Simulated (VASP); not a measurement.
# TiSi16 (a cell with a defect) in VASP: a series of runs, part 2 of 3

VASP 6.6.1. Earlier steps stand in the parts before.

### 3 Single point, PBE+D3(BJ)

INCAR reads:

```
SYSTEM = TiSi16
PREC = Accurate
ENCUT = 520
EDIFF = 1E-6
ISMEAR = 0
SIGMA = 0.05
LREAL = Auto
LASPH = .TRUE.
NELM = 80
ALGO = Normal
ISIF = 2
LWAVE = .FALSE.
LCHARG = .FALSE.
GGA = PE
IVDW = 12
NBANDS = 52
```

KPOINTS reads:

```
regular mesh
0
G
  2 2 2
  0 0 0
```

POSCAR reads:

```
TiSi16
1.0
    0.0000000000      5.4300000000      5.4300000000
    5.4300000000      0.0000000000      5.4300000000
    5.4300000000      5.4300000000      0.0000000000
Si Ti
16 1
Direct
   -0.0003760453     -0.0001682058     -0.0001438936
    0.1231745986      0.1233489194      0.1233686571
    0.0030859309      0.0031692924      0.4965153336
    0.1232853109      0.1234266011      0.6292826366
    0.0030933930      0.4964938097      0.0031829413
    0.1232900623      0.6292581693      0.1234463076
    0.0033568989      0.4965857363      0.4966076408
    0.1372671688      0.6207768746      0.6207921120
    0.4963084068      0.0032238134      0.0032299943
    0.6290475671      0.1234651471      0.1234801206
    0.4964421220      0.0034459537      0.4966566900
    0.6206802361      0.1373737763      0.6208225684
    0.4964485738      0.4966412230      0.0034535741
    0.6206863096      0.6208134257      0.1373809921
    0.4999698883      0.5000689466      0.5000744080
    0.6208550548      0.6209122842      0.6209173742
    0.7498357834      0.7499776128      0.7499902927
```

Potentials or basis: VASP PAW PBE potentials, release 64 (Si, Ti_sv).

The run is started by

```console
$ cat potpaw_PBE.64/Si/POTCAR potpaw_PBE.64/Ti_sv/POTCAR > POTCAR
$ mpirun -np 1 vasp_std > vasp.out
```

OUTCAR:

```text
SYSTEM = TiSi16
   PREC = Accurate
   ENCUT = 520
   EDIFF = 1E-6
   ISMEAR = 0
   LREAL = Auto
   LASPH = .TRUE.
   NELM = 80
   ISIF = 2
   GGA = PE
   IVDW = 12
 IVDW          = 12

 ion  position               nearest neighbor table
   1  1.000  1.000  1.000-   4 2.32   6 2.32  10 2.32   2 2.32
   2  0.123  0.123  0.123-   1 2.32   9 2.34   5 2.34   3 2.34
   3  0.003  0.003  0.497-   2 2.34   4 2.34   8 2.40  12 2.40  17 2.75
   4  0.123  0.123  0.629-   1 2.32  11 2.34   7 2.34   3 2.34
   5  0.003  0.496  0.003-   2 2.34   6 2.34   8 2.40  14 2.40  17 2.75
   6  0.123  0.629  0.123-   1 2.32  13 2.34   7 2.34   5 2.34
   7  0.003  0.497  0.497-   4 2.34   6 2.34   8 2.40  16 2.40  17 2.75
   8  0.137  0.621  0.621-  15 2.27   7 2.40   5 2.40   3 2.40  17 2.43
   9  0.496  0.003  0.003-   2 2.34  10 2.34  12 2.40  14 2.40  17 2.75
  10  0.629  0.123  0.123-   1 2.32  13 2.34  11 2.34   9 2.34
  11  0.496  0.003  0.497-   4 2.34  10 2.34  12 2.40  16 2.40  17 2.75
  12  0.621  0.137  0.621-  15 2.27  11 2.40   3 2.40   9 2.40  17 2.43
  13  0.496  0.497  0.003-   6 2.34  10 2.34  14 2.40  16 2.40  17 2.75
  14  0.621  0.621  0.137-  15 2.27  13 2.40   5 2.40   9 2.40  17 2.43
  15  0.500  0.500  0.500-  16 2.27  14 2.27  12 2.27   8 2.27
  16  0.621  0.621  0.621-  15 2.27   7 2.40  11 2.40  13 2.40  17 2.43
  17  0.750  0.750  0.750-  16 2.43  14 2.43  12 2.43   8 2.43   3 2.75   5 2.75   9 2.75  13 2.75
[... 627 lines left out ...]
     49       9.8749      0.00000
     50      10.5385      0.00000
 [bands above 50 left out]

------------------------ aborting loop because EDIFF is reached ----------------------------------------

 Edisp (eV)   -5.83782

 E8    (eV) :    -2.4422

  FORCE on cell =-STRESS in cart. coord.  units (eV):
  Direction    XX          YY          ZZ          XY          YZ          ZX
  --------------------------------------------------------------------------------------
  -------------------------------------------------------------------------------------
  Total       1.88348     1.88687     1.88735    -0.01102    -0.00724    -0.01046
  in kB       9.42414     9.44110     9.44350    -0.05513    -0.03622    -0.05236
  external pressure =        9.44 kB  Pullay stress =        0.00 kB

 VOLUME and BASIS-vectors are now :
 -----------------------------------------------------------------------------
  energy-cutoff  :      520.00
  volume of cell :      320.21
      direct lattice vectors                 reciprocal lattice vectors
     0.000000000  5.430000000  5.430000000    -0.092081031  0.092081031  0.092081031
     5.430000000  0.000000000  5.430000000     0.092081031 -0.092081031  0.092081031
     5.430000000  5.430000000  0.000000000     0.092081031  0.092081031 -0.092081031

 POSITION                                       TOTAL-FORCE (eV/Angst)
 -----------------------------------------------------------------------------------
     10.85831     10.85718     10.85704         0.000995      0.000972      0.001042
      1.33968      1.33873      1.33862        -0.000758     -0.001251     -0.001174
      2.71329      2.71283      0.03397         0.000795     -0.000727      0.001803
      4.08721      4.08644      1.33965         0.001238      0.000554     -0.001738
      2.71324      0.03408      2.71276         0.001018      0.001802     -0.000655
      4.08719      1.33978      4.08634         0.001166     -0.001637      0.000618
[... 9 lines left out ...]
      6.74314      6.74282      6.74280        -0.001350     -0.003137     -0.003326
      8.14483      8.14406      8.14399         0.002076      0.007400      0.007900
 -----------------------------------------------------------------------------------
    total drift:                                0.001493      0.008628      0.009081

  FREE ENERGIE OF THE ION-ELECTRON SYSTEM (eV)
  ---------------------------------------------------
  free  energy   TOTEN  =       -98.0508978556 eV

  energy  without entropy=      -98.0261603194  energy(sigma->0) =      -98.03852909
```

OSZICAR:

```text
N       E                     dE             d eps       ncg     rms          rms(c)
DAV:   1     0.340760208835E+03    0.34076E+03   -0.30906E+04   848   0.126E+03
DAV:   2    -0.573196763025E+02   -0.39808E+03   -0.37917E+03   960   0.245E+02
DAV:   3    -0.926607074723E+02   -0.35341E+02   -0.34352E+02  1216   0.665E+01
DAV:   4    -0.950781731395E+02   -0.24175E+01   -0.23870E+01  1296   0.149E+01
DAV:   5    -0.951317802638E+02   -0.53607E-01   -0.53494E-01  1064   0.210E+00    0.186E+01
DAV:   6    -0.943868158967E+02    0.74496E+00   -0.16552E+01  1120   0.193E+01    0.148E+01
DAV:   7    -0.929957930924E+02    0.13910E+01   -0.21288E+01  1120   0.229E+01    0.945E+00
DAV:   8    -0.923052521049E+02    0.69054E+00   -0.14863E+00  1016   0.553E+00    0.284E+00
DAV:   9    -0.922098601482E+02    0.95392E-01   -0.46136E-01  1256   0.280E+00    0.543E-01
DAV:  10    -0.922113990894E+02   -0.15389E-02   -0.22859E-02  1076   0.556E-01    0.368E-01
DAV:  11    -0.922131785147E+02   -0.17794E-02   -0.39372E-03  1080   0.252E-01    0.209E-01
DAV:  12    -0.922130340374E+02    0.14448E-03   -0.12939E-03  1120   0.189E-01    0.487E-02
DAV:  13    -0.922130830017E+02   -0.48964E-04   -0.18343E-04  1056   0.562E-02    0.225E-02
DAV:  14    -0.922130802980E+02    0.27037E-05   -0.30599E-05  1072   0.284E-02    0.697E-03
DAV:  15    -0.922130822347E+02   -0.19367E-05   -0.35886E-06   920   0.745E-03    0.342E-03
DAV:  16    -0.922130817911E+02    0.44368E-06   -0.16791E-07   536   0.177E-03
   1 F= -.98050898E+02 E0= -.98038529E+02  d E =-.247375E-01
```

Wall time 3.8 min (1 thread of Intel Xeon Platinum 8488C (Sapphire Rapids), shared host); peak memory 0.48 GiB.

Results:

```
Free energy                : -98.0509 eV
Pressure                   : 0.9 GPa
Largest force              : 0.011 eV/Å
Band gap on the k mesh     : zero (bands 38 and 39 overlap by 0.43 eV)
Dispersion energy per atom : -0.343 eV
```

Forces on the atoms (eV/Å):
```
Si   0.001  0.001  0.001
Si  -0.001 -0.001 -0.001
Si   0.001 -0.001  0.002
Si   0.001  0.001 -0.002
Si   0.001  0.002 -0.001
Si   0.001 -0.002  0.001
Si   0.002 -0.002 -0.002
Si  -0.005  0.002  0.002
Si   0.001  0.001  0.001
Si  -0.001  0.001  0.001
Si  -0.002  0.002 -0.001
Si   0.002 -0.006  0.001
Si  -0.002 -0.001  0.001
Si   0.002  0.001 -0.006
Si  -0.001 -0.001 -0.001
Si  -0.001 -0.003 -0.003
Ti   0.002  0.007  0.008
```

Levels at points of the mesh, in eV from the Fermi level:
```
           k point  band 34  band 35  band 36  band 37  band 38  band 39  band 40  band 41
(0.00, 0.00, 0.00)    -0.99    -0.99    -0.99    -0.41    -0.40    -0.40    -0.10    -0.10
(0.50, 0.00, 0.00)    -1.97    -1.37    -1.37    -0.28     0.03     0.03     0.44     0.44
(0.00, 0.50, 0.00)    -1.97    -1.37    -1.37    -0.28     0.03     0.03     0.44     0.44
(0.00, 0.00, 0.50)    -1.97    -1.37    -1.37    -0.28     0.03     0.03     0.44     0.44
(0.50, 0.50, 0.50)    -1.97    -1.37    -1.37    -0.28     0.03     0.03     0.44     0.44
(0.50, 0.50, 0.00)    -2.00    -2.00    -1.88    -0.71    -0.04     0.57     0.57     1.10
(0.00, 0.50, 0.50)    -2.00    -2.00    -1.88    -0.71    -0.04     0.57     0.57     1.10
(0.50, 0.00, 0.50)    -2.00    -2.00    -1.88    -0.71    -0.04     0.57     0.57     1.10
```

Caveat: the k points lie up to 0.50 Å⁻¹ apart.

### 4 Single point, PBE+D3(BJ)

INCAR reads:

```
SYSTEM = TiSi16
ALGO = Normal
EDIFF = 1E-7
ENCUT = 520
GGA = PE
ISIF = 2
ISMEAR = 0
IVDW = 12
LASPH = .TRUE.
LCHARG = .FALSE.
LREAL = Auto
LWAVE = .FALSE.
NBANDS = 52
NELM = 100
PREC = Accurate
SIGMA = 0.05
```

KPOINTS reads:

```
k-points
0
G
  2 2 2
  0 0 0
```

POSCAR reads:

```
TiSi16
1.0
    0.0000000000      5.4300000000      5.4300000000
    5.4300000000      0.0000000000      5.4300000000
    5.4300000000      5.4300000000      0.0000000000
Si Ti
16 1
Direct
    0.0041037753      0.0039442910     -0.0124516575
    0.1284146409      0.1281166667      0.1214588398
    0.0042334254      0.0039479742      0.5037892265
    0.1248761510      0.1248522099      0.6249126151
   -0.0042585635      0.5012830571      0.0011255985
    0.1283182320      0.6215139963      0.1214860037
    0.0041434622      0.4875217311      0.5038593002
    0.1284264273      0.6215551565      0.6279417127
    0.5015607735     -0.0045981584      0.0011329650
    0.6216533149      0.1280855433      0.1215139042
    0.4875778085      0.0039774401      0.5038525783
    0.6217579190      0.1281310313      0.6279444751
    0.5014927256      0.5012691529      0.0011232965
    0.6251362799      0.6247913444      0.1245675875
    0.5015765193      0.5013061694      0.4951842541
    0.6217045120      0.6215932781      0.6279264273
    0.8749676796      0.8748485267      0.3748129834
```

The run is started by

```console
$ cat potpaw_PBE.64/Si/POTCAR potpaw_PBE.64/Ti_sv/POTCAR > POTCAR
$ mpirun -np 1 vasp_std > vasp.out
```

It took 4.2 min on 1 thread of Intel Xeon Platinum 8488C (Sapphire Rapids), shared host; peak memory 0.49 GiB.

The run converged. Its results:

```
Free energy                : -98.0515 eV
Pressure                   : 0.9 GPa
Largest force              : 0.012 eV/Å
Band gap on the k mesh     : zero (bands 38 and 39 overlap by 0.43 eV)
Dispersion energy per atom : -0.343 eV
```

Forces in eV/Å, atoms in the order of the input:
```
Si  -0.003 -0.003  0.004
Si   0.001  0.000  0.000
Si   0.003  0.002  0.002
Si   0.002  0.001  0.002
Si   0.002 -0.002 -0.002
Si   0.001  0.000  0.000
Si  -0.003  0.004 -0.003
Si   0.001  0.000  0.000
Si  -0.003  0.003 -0.002
Si   0.001  0.001  0.001
Si   0.003 -0.004 -0.003
Si   0.000  0.000  0.000
Si   0.003  0.003  0.002
Si   0.003  0.002  0.000
Si  -0.002 -0.003  0.003
Si   0.001  0.001  0.001
Ti  -0.009 -0.004 -0.005
```

Levels at points of the mesh, in eV from the Fermi level:
| k point | band 33 | band 34 | band 35 | band 36 | band 37 | band 38 | band 39 | band 40 | band 41 | band 42 |
| --- | --- | --- | --- | --- | --- | --- | --- | --- | --- | --- |
| (0.00, 0.00, 0.00) | -1.72 | -0.99 | -0.99 | -0.99 | -0.40 | -0.40 | -0.40 | -0.10 | -0.10 | 0.25 |
| (0.50, 0.00, 0.00) | -1.97 | -1.97 | -1.37 | -1.37 | -0.28 | 0.03 | 0.03 | 0.44 | 0.44 | 0.80 |
| (0.00, 0.50, 0.00) | -1.97 | -1.97 | -1.37 | -1.37 | -0.28 | 0.03 | 0.03 | 0.44 | 0.44 | 0.80 |
| (0.00, 0.00, 0.50) | -1.97 | -1.97 | -1.37 | -1.37 | -0.28 | 0.03 | 0.03 | 0.44 | 0.44 | 0.81 |
| (0.50, 0.50, 0.50) | -1.97 | -1.97 | -1.37 | -1.37 | -0.28 | 0.03 | 0.03 | 0.44 | 0.44 | 0.80 |
| (0.50, 0.50, 0.00) | -2.46 | -2.00 | -2.00 | -1.88 | -0.71 | -0.04 | 0.57 | 0.57 | 1.10 | 1.33 |
| (0.00, 0.50, 0.50) | -2.46 | -2.00 | -2.00 | -1.88 | -0.71 | -0.04 | 0.57 | 0.57 | 1.10 | 1.33 |
| (0.50, 0.00, 0.50) | -2.46 | -2.00 | -2.00 | -1.88 | -0.71 | -0.04 | 0.57 | 0.57 | 1.10 | 1.33 |

Caveat: the k points lie up to 0.50 Å⁻¹ apart.

(Part 2 of 3 ends here.)
